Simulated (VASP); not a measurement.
Wanted: the native input for a VASP 6.6.1 run.

```
Task                   : single point
Functional             : PBE
Potentials or basis    : VASP PAW PBE potentials, release 64 (Y_sv, N, Lu)
Cutoff                 : 520 eV
k mesh                 : 6 × 6 × 4
Occupations            : fermi-dirac, width 0.02 eV
Spin                   : no spin polarisation
Dipole correction      : no
Further INCAR settings : ALGO = Normal; EDIFF = 1e-06; NBANDS = 31
```

The structure of YLuN2 lies in POSCAR:

```
YLuN2
1.0
    3.3871396457      0.0000000000      0.0000000000
    0.0000000000      3.3871396457      0.0000000000
    0.0000000000      0.0000000000      4.7869937414
Y N Lu
1 2 1
Direct
    0.0000000000      0.0000000000      0.0000000000
    0.0000000000      0.0000000000      0.5000000000
    0.5000000000      0.5000000000      0.0000000000
    0.5000000000      0.5000000000      0.5000000000
```

This cell differs from its parent crystal: volume changed by -3%.

One way to write it, as run:

INCAR

```
PREC = Accurate ; ENCUT = 520
EDIFF = 1E-6 ; ISMEAR = -1
SIGMA = 0.02 ; LREAL = F
LASPH = T ; NELM = 80
ALGO = Normal ; ISIF = 2
LWAVE = F ; LCHARG = F
GGA = PE ; NBANDS = 31
```

KPOINTS

```
regular mesh
0
Gamma
  6 6 4
```

Potentials or basis: VASP PAW PBE potentials, release 64 (Y_sv, N, Lu).

Command:

```console
$ cat potpaw_PBE.64/Y_sv/POTCAR potpaw_PBE.64/N/POTCAR potpaw_PBE.64/Lu/POTCAR > POTCAR
$ mpirun -np 1 vasp_std > vasp.out
```

Results of the run:

```yaml
Pressure: 5.6 GPa
Band_gap_on_the_k_mesh: 0.01 eV, direct
```

Caveat: spin-orbit coupling is left out, which moves the levels of the heavy elements.

It took 82 s on 1 thread of AMD EPYC 7R43 64-Core Processor (Zen 3) (shared host), peak memory 0.18 GiB.
